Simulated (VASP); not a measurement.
# BiTe (R-3m) in VASP: further runs, part 2 of 2

VASP 6.6.1. The steps go on from the part before.

### Step 4. Single point, r2SCAN (strain +0.050 along x and y, -0.050 along z)

Input file POSCAR:

```
BiTe
1.0
    2.5438431614      1.4686885340      3.1514273568
   -2.5438431614      1.4686885340      3.1514273568
    0.0000000000     -2.9373770681      3.1514273568
Bi Te
1 1
Direct
    0.5000000000      0.5000000000      0.5000000000
    0.0000000000      0.0000000000      0.0000000000
```

Input file INCAR.step1:

```
ALGO = Normal
EDIFF = 1E-4
ENCUT = 520
GGA = PE
ISMEAR = 0
LASPH = T
LCHARG = F
LREAL = F
LWAVE = T
NBANDS = 18
NELM = 100
PREC = Accurate
SIGMA = 0.15
```

Input file INCAR.step2:

```
ALGO = Normal
EDIFF = 1E-6
ENCUT = 520
ISIF = 2
ISMEAR = 0
ISTART = 1
LASPH = T
LCHARG = T
LELF = T
LMIXTAU = T
LREAL = F
LVHAR = T
LWAVE = F
METAGGA = R2SCAN
NBANDS = 18
NELM = 100
PREC = Accurate
SIGMA = 0.15
```

Input file KPOINTS:

```
k-points
0
Gamma
  12 12 12
```

Potentials or basis: VASP PAW PBE potentials, release 64 (Bi_d, Te).

The run is started by

```
cat potpaw_PBE.64/Bi_d/POTCAR potpaw_PBE.64/Te/POTCAR > POTCAR
cp INCAR.step1 INCAR
mpirun -np 1 vasp_std > vasp.out
cp INCAR.step2 INCAR
mpirun -np 1 vasp_std > vasp.out
```

OUTCAR:

```text
EDIFF = 1E-6
   ENCUT = 520
   ISIF = 2
   ISMEAR = 0
   ISTART = 1
   LASPH = T
   LREAL = F
   METAGGA = R2SCAN
   NELM = 100
   PREC = Accurate

 ion  position               nearest neighbor table
   1  0.500  0.500  0.500-   2 3.33   2 3.33   2 3.33   2 3.33   2 3.33   2 3.33
   2  0.000  0.000  0.000-   1 3.33   1 3.33   1 3.33   1 3.33   1 3.33   1 3.33

  LATTYP: Found a trigonal (rhomboedric) cell.
 ALAT       =     4.3080945237
 COS(alpha) =     0.3026670095

  Lattice vectors:

 A1 = (   2.5438431614,   1.4686885340,   3.1514273568)
 A2 = (  -2.5438431614,   1.4686885340,   3.1514273568)
 A3 = (   0.0000000000,  -2.9373770681,   3.1514273568)

Analysis of symmetry for initial positions (statically):
=====================================================================
 Subroutine PRICEL returns:
 Original cell was already a primitive cell.

 Routine SETGRP: Setting up the symmetry group for a
 trigonal (rhombohedral) supercell.

 Subroutine GETGRP returns: Found 12 space group operations
 (whereof 12 operations were pure point group operations)
 out of a pool of 12 trial point group operations.

The static configuration has the point symmetry D_3d.

Analysis of symmetry for dynamics (positions and initial velocities):
=====================================================================
 Subroutine PRICEL returns:
 Original cell was already a primitive cell.

 Routine SETGRP: Setting up the symmetry group for a
 trigonal (rhombohedral) supercell.

 Subroutine GETGRP returns: Found 12 space group operations
 (whereof 12 operations were pure point group operations)
 out of a pool of 12 trial point group operations.

The dynamic configuration has the point symmetry D_3d.

 Subroutine INISYM returns: Found 12 space group operations
 (whereof 12 operations are pure point group operations),
 and found     1 'primitive' translations

----------------------------------------------------------------------------------------

                                     Primitive cell

  volume of cell :      70.6445

  direct lattice vectors                    reciprocal lattice vectors
     2.543843161  1.468688534  3.151427357     0.196552998  0.113479926  0.105772177
    -2.543843161  1.468688534  3.151427357    -0.196552998  0.113479926  0.105772177
     0.000000000 -2.937377068  3.151427357     0.000000000 -0.226959853  0.105772177

  length of vectors
     4.308094524  4.308094524  4.308094524     0.250396742  0.250396742  0.250396742

  position of ions in fractional coordinates (direct lattice)
     0.500000000  0.500000000  0.500000000
     0.000000000  0.000000000  0.000000000

  ion indices of the primitive-cell ions
   primitive index   ion index
                 1           1
                 2           2

----------------------------------------------------------------------------------------

 KPOINTS: k-points

Automatic generation of k-mesh.
 Grid dimensions read from file:
 generate k-points for:   12   12   12

 Generating k-lattice:

  Cartesian coordinates                     Fractional coordinates (reciprocal lattice)
     0.016379417  0.009456661  0.008814348     0.083333333  0.000000000 -0.000000000
    -0.016379417  0.009456661  0.008814348     0.000000000  0.083333333 -0.000000000
     0.000000000 -0.018913321  0.008814348    -0.000000000 -0.000000000  0.083333333

  Length of vectors
     0.020866395  0.020866395  0.020866395

  Shift w.r.t. Gamma in fractional coordinates (k-lattice)
     0.000000000  0.000000000  0.000000000

 Subroutine IBZKPT returns following result:
 ===========================================

 Found    189 irreducible k-points:

 Following reciprocal coordinates:
            Coordinates               Weight
  0.000000  0.000000  0.000000      1.000000
  0.083333 -0.000000  0.000000      6.000000
  0.166667 -0.000000 -0.000000      6.000000
  0.250000 -0.000000  0.000000      6.000000
  0.333333 -0.000000 -0.000000      6.000000
  0.416667  0.000000  0.000000      6.000000
[... 16 lines left out ...]
  0.500000  0.166667  0.000000     12.000000
 -0.416667  0.166667  0.000000     12.000000
 [... further k-points ...]
   k-points           NKPTS =    189   k-points in BZ     NKDIM =    189   number of bands    NBANDS=     18
   number of dos      NEDOS =    301   number of ions     NIONS =      2
   total plane-waves  NPLWV =  32768
   dimension x,y,z NGX =    32 NGY =   32 NGZ =   32
   dimension x,y,z NGXF=    64 NGYF=   64 NGZF=   64
   ions per type =               1   1
   NGX,Y,Z   is equivalent  to a cutoff of  12.35, 12.35, 12.35 a.u.
   NGXF,Y,Z  is equivalent  to a cutoff of  24.70, 24.70, 24.70 a.u.
 SYSTEM =  unknown system
   PREC   = accura    normal or accurate (medium, high low for compatibility)
   ISTART =      1    job   : 0-new  1-cont  2-samecut
   ICHARG =      0    charge: 1-file 2-atom 10-const
   ISPIN  =      1    spin polarized calculation?
   LNONCOLLINEAR =      F non collinear calculations
   LSORBIT =      F    spin-orbit coupling
   LASPH  =      T    aspherical Exc in radial PAW
   ENCUT  =  520.0 eV  38.22 Ry    6.18 a.u.   8.01  8.01  8.01*2*pi/ulx,y,z
   NELM   =    100;   NELMIN=  2; NELMDL=  0     # of ELM steps
   EDIFF  = 0.1E-05   stopping-criterion for ELM
   LREAL  =      F    real-space projection
   EDIFFG = 0.1E-04   stopping-criterion for IOM
   NSW    =      0    number of steps for IOM
   IBRION =     -1    ionic relax: 0-MD 1-quasi-New 2-CG
   NFREE  =      0    steps in history (QN), initial steepest desc. (CG)
   ISIF   =      2    stress and relaxation
   ISYM   =      2    0-nonsym 1-usesym 2-fastsym
   POTIM  = 0.5000    time-step for ionic-motion
   TEBEG  =    0.0;   TEEND  =   0.0 temperature during run
   PSTRESS=    0.0 pullay stress
   NELECT =      21.0000    total number of electrons
   NUPDOWN=      -1.0000    fix difference up-down
   EMIN   =  10.00;   EMAX   =-10.00  energy-range for DOS
   EFERMI =   0.00;   METHOD = LEGACY
   ISMEAR =     0;   SIGMA  =   0.15  broadening in eV -4-tet -1-fermi 0-gaus
   EFERMI_NEDOS =   21; number of points for ismear=-14 and -15
   IALGO  =     38    algorithm
   IMIX   =      4    mixing-type and parameters
     AMIX     =   0.40;   BMIX     =  1.00
     AMIX_MAG =   1.60;   BMIX_MAG =  1.00
  volume/ion in A,a.u.               =      35.32       238.37
  Fermi-wavevector in a.u.,A,eV,Ry     =   1.092585  2.064685 16.241833  1.193741
  Thomas-Fermi vector in A             =   2.228853
   LORBIT       =      0    0 simple, 1 ext, 2 COOP (PROOUT), +10 PAW based schemes
   METAGGA = R2SCAN    functional components
   LHFCALC =     F    Hartree Fock is set to
   AEXX    =    0.0000 exact exchange contribution
   IVDW    =     0    specifies the selected vdW correction
   LEPSILON=     F    determine dielectric tensor
   LRPA    =     F    only Hartree local field effects (RPA)
 non-spin polarized calculation
 Gauss-broadening in eV      SIGMA  =   0.15
  energy-cutoff  :      520.00
  volume of cell :       70.64
 maximum number of plane-waves:      1923
   NGX = 15   NGY = 15   NGZ = 15

 number of electron      21.0000006 magnetization

 Free energy of the ion-electron system (eV)
  ---------------------------------------------------
  ext. energy  EPLUGINS =         0.00000000
  ---------------------------------------------------
  free energy    TOTEN  =       -83.94252813 eV

  energy without entropy =      -83.92870255  energy(sigma->0) =      -83.93561534

 E-fermi :   5.9540     XC(G=0):  -9.8355

 val. band max:        5.9524245825   @ k =   0.3333   0.3333   0.2500
 cond. band min:       5.9607355939   @ k =  -0.2500   0.3333   0.0833
 fundamental gap:      0.0083110114
 Fermi energy:         5.9539891597

 k-point     1 :       0.0000    0.0000    0.0000
  band No.  band energies     occupation
      1     -18.0061      2.00000
      2     -18.0061      2.00000
      3     -17.9827      2.00000
      4     -17.9827      2.00000
      5     -17.9627      2.00000
      6      -7.6604      2.00000
[... 10 lines left out ...]
     17      13.5388      0.00000
     18      13.5388      0.00000

 k-point     2 :       0.0833   -0.0000    0.0000
  band No.  band energies     occupation
      1     -18.0061      2.00000
      2     -18.0059      2.00000
      3     -17.9830      2.00000
      4     -17.9821      2.00000
      5     -17.9627      2.00000
      6      -7.6030      2.00000
[... 10 lines left out ...]
     17      13.7664      0.00000
     18      13.9011      0.00000
[... 442 lines left out ...]
 k-point    24 :      -0.4167    0.1667    0.0000
  band No.  band energies     occupation
      1     -18.0064      2.00000
      2     -18.0044      2.00000
      3     -17.9861      2.00000
      4     -17.9738      2.00000
      5     -17.9617      2.00000
      6      -5.8294      2.00000
[... 10 lines left out ...]
     17      15.0622      0.00000
     18      16.9550      0.00000

 [... further k-points ...]
[... 5 lines left out ...]
  --------------------------------------------------------------------------------------
  -------------------------------------------------------------------------------------
  Total       -2.1297827     -2.1297827     -0.6206838      0.0000000      0.0000000      0.0000000
  in kB      -48.3022422    -48.3022422    -14.0767492      0.0000000      0.0000000      0.0000000
  external PRESSURE =     -36.8937445 kB  Pullay stress =       0.0000000 kB

 VOLUME and BASIS-vectors are now :
 -----------------------------------------------------------------------------
  energy-cutoff  :      520.00
  volume of cell :       70.64
      direct lattice vectors                 reciprocal lattice vectors
     2.543843161  1.468688534  3.151427357     0.196552998  0.113479926  0.105772177
    -2.543843161  1.468688534  3.151427357    -0.196552998  0.113479926  0.105772177
     0.000000000 -2.937377068  3.151427357     0.000000000 -0.226959853  0.105772177

 POSITION                                       TOTAL-FORCE (eV/Angst)
 -----------------------------------------------------------------------------------
      0.00000     -0.00000      4.72714        -0.000000      0.000000     -0.000000
      0.00000      0.00000      0.00000         0.000000     -0.000000      0.000000
 -----------------------------------------------------------------------------------
    total drift:                               -0.000000      0.000000     -0.000000

  FREE ENERGIE OF THE ION-ELECTRON SYSTEM (eV)
  ---------------------------------------------------
  free  energy   TOTEN  =       -83.9425281343 eV

  energy  without entropy=      -83.9287025489  energy(sigma->0) =      -83.93561534
```

Wall time 5.8 min (1 thread of Intel Xeon Platinum 8259CL at 2.50GHz (Skylake/Cascade Lake), shared host); peak memory 0.36 GiB.

Results:

```
Free energy : -83.9425 eV
Pressure    : -3.7 GPa
```

Stress tensor (GPa, compression positive):
```
-4.83  0.00  0.00
 0.00 -4.83  0.00
 0.00  0.00 -1.41
```

Levels at points of the mesh, in eV from the Fermi level:
| k point | band 6 | band 7 | band 8 | band 9 | band 10 | band 11 | band 12 | band 13 | band 14 | band 15 |
| --- | --- | --- | --- | --- | --- | --- | --- | --- | --- | --- |
| (0.00, 0.00, 0.00) | -13.61 | -8.74 | -3.00 | -3.00 | -1.34 | 1.79 | 2.89 | 2.89 | 4.35 | 4.35 |
| (0.50, 0.00, 0.00) | -11.74 | -11.61 | -1.84 | -1.73 | -0.91 | -0.76 | -0.38 | 0.80 | 6.85 | 6.97 |
| (0.50, 0.50, 0.00) | -11.84 | -10.28 | -5.38 | -4.60 | -2.76 | 2.60 | 3.27 | 3.47 | 4.12 | 8.09 |
| (0.50, 0.50, 0.50) | -11.24 | -11.03 | -2.50 | -2.50 | -2.45 | -1.71 | -1.41 | -1.41 | 9.00 | 9.42 |

Caveat: the cell differs from its parent crystal (strain +0.050 along x and y, -0.050 along z); the PAW data sets were made with another functional, which shifts forces and pressure a little; spin-orbit coupling is left out, which moves the levels of the heavy elements.

### Step 5. Overview

| cell | gap on the mesh (eV) | pressure (GPa) |
| --- | --- | --- |
| a = 4.261 Å, angles 71.3°, 2 atoms | none | -1.5 |
| a = 4.403 Å, angles 66.8°, 2 atoms | none | -1.7 |
| a = 4.308 Å, angles 72.4°, 2 atoms | none | -3.7 |

Alike in all rows: task single point; level r2SCAN; potentials or basis VASP PAW PBE potentials, release 64 (Bi_d, Te); no spin polarisation; k mesh 12 × 12 × 12; cutoff (eV) 520; smearing gaussian 0.15 eV.

Caveats: the PAW data sets were made with another functional, which shifts forces and pressure a little; spin-orbit coupling is left out, which moves the levels of the heavy elements.

Absolute energies hang on the potentials; compare differences alone.
